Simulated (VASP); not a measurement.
Set up this calculation in VASP 6.6.1, as the native input.

- Task: relaxation of cell and atoms
- Functional: PBE
- Potentials or basis: VASP PAW PBE potentials, release 64 (K_sv, Ti_sv)
- Cutoff: 600 eV
- k mesh: 12 × 12 × 12
- Occupations: gaussian, width 0.1 eV
- Spin: no spin polarisation
- Dipole correction: no
- Further INCAR settings: ALGO = Fast; EDIFF = 1e-07; IBRION = 2; EDIFFG = -0.01; NSW = 100; ISIF = 3

The structure of KTi2 lies in POSCAR:

```
KTi2
1.0
    0.0000000000      3.4340201333      3.4340201333
    3.4340201333      0.0000000000      3.4340201333
    3.4340201333      3.4340201333      0.0000000000
K Ti
1 2
Direct
    0.0000000000      0.0000000000      0.0000000000
    0.2500000000      0.2500000000      0.2500000000
    0.7500000000      0.7500000000      0.7500000000
```

These files were run (other wordings do the same):

INCAR

```
PREC = Accurate
ENCUT = 600
EDIFF = 1E-7
ISMEAR = 0
SIGMA = 0.1
LREAL = F
LASPH = T
NELM = 80
ALGO = Fast
ISIF = 3
LWAVE = F
LCHARG = F
GGA = PE
IBRION = 2
NSW = 100
EDIFFG = -0.01
```

KPOINTS

```
Automatic mesh
0
Gamma
  12 12 12
```

Potentials or basis: VASP PAW PBE potentials, release 64 (K_sv, Ti_sv).

Launch:

```console
$ cat potpaw_PBE.64/K_sv/POTCAR potpaw_PBE.64/Ti_sv/POTCAR > POTCAR
$ mpirun -np 1 vasp_std > vasp.out
```

Results of the run:

```json
{"Relaxed volume": "27.15 Å³/atom", "Relaxed cell": "a = 4.866 Å, b = 4.866 Å, c = 4.866 Å, α = 60.00°, β = 60.00°, γ = 60.00°", "Space group after relaxing (to 0.1 Å)": "Fm-3m (No. 225)", "Energy gained by relaxing": "0.1 meV/atom", "Ionic steps": "3", "Pressure after relaxing": "0.0 GPa", "Band gap on the k mesh": "zero (an odd number of electrons rules out a gap without spin polarisation)"}
```

Run time: 17 min on 1 thread of Intel(R) Xeon(R) 6975P-C (Granite Rapids) (shared host), peak memory 0.36 GiB.
